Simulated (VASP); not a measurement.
Write the native input for VASP 6.6.1 that does the following.

* Task: single point
* Functional: PBE
* Dispersion: D3(BJ)
* Potentials or basis: VASP PAW PBE potentials, release 64 (Te, Mo_sv)
* Cutoff: 520 eV
* k mesh: 6 × 6 × 4
* Occupations: gaussian, width 0.1 eV
* Spin: no spin polarisation
* Dipole correction: no
* Further INCAR settings: ALGO = Normal; EDIFF = 1e-07; NBANDS = 64

The structure of Te2Mo lies in POSCAR:

```
Te2Mo
1.0
    7.0182691823      0.0000000000      0.0000000000
   -3.5091345911      6.0779994024      0.0000000000
    0.0000000000      0.0000000000     17.5148204021
Te Mo
8 4
Direct
    0.1666666667      0.3333333333      0.8964393082
    0.1666666667      0.8333333333      0.8964393082
    0.6666666667      0.3333333333      0.8964393082
    0.6666666667      0.8333333333      0.8964393082
    0.1666666667      0.3333333333      0.1035606918
    0.1666666667      0.8333333333      0.1035606918
    0.6666666667      0.3333333333      0.1035606918
    0.6666666667      0.8333333333      0.1035606918
    0.0000000000      0.0000000000      0.0000000000
    0.0000000000      0.5000000000      0.0000000000
    0.5000000000      0.0000000000      0.0000000000
    0.5000000000      0.5000000000      0.0000000000
```

These files were run (other wordings do the same):

INCAR

```
PREC     = Accurate       # precision mode
ENCUT    = 520            # plane-wave cutoff, eV
EDIFF    = 1E-7           # SCF threshold, eV
ISMEAR   = 0              # smearing method
SIGMA    = 0.1            # smearing width, eV
LREAL    = F              # projectors in reciprocal space
LASPH    = T              # aspherical terms in the spheres
NELM     = 80             # most SCF steps
ALGO     = Normal         # electronic algorithm
ISIF     = 2              # what is computed and relaxed
LWAVE    = F              # write WAVECAR
LCHARG   = F              # write CHGCAR
GGA      = PE             # functional
IVDW     = 12             # dispersion correction
NBANDS   = 64             # bands
KPAR     = 4
```

KPOINTS

```
regular mesh
0
Gamma
  6 6 4
```

Potentials or basis: VASP PAW PBE potentials, release 64 (Te, Mo_sv).

Command:

```console
$ cat potpaw_PBE.64/Te/POTCAR potpaw_PBE.64/Mo_sv/POTCAR > POTCAR
$ mpirun -np 4 vasp_std > vasp.out
```

It gave:

```
Largest force              : 0.029 eV/Å
Band gap on the k mesh     : 1.17 eV
Dispersion energy per atom : -0.401 eV
```

Caveat: spin-orbit coupling is left out, which moves the levels of the heavy elements.

Run time: 25 min on 4 MPI ranks on AMD EPYC 7571, on a shared host, peak memory 1.3 GiB a rank.
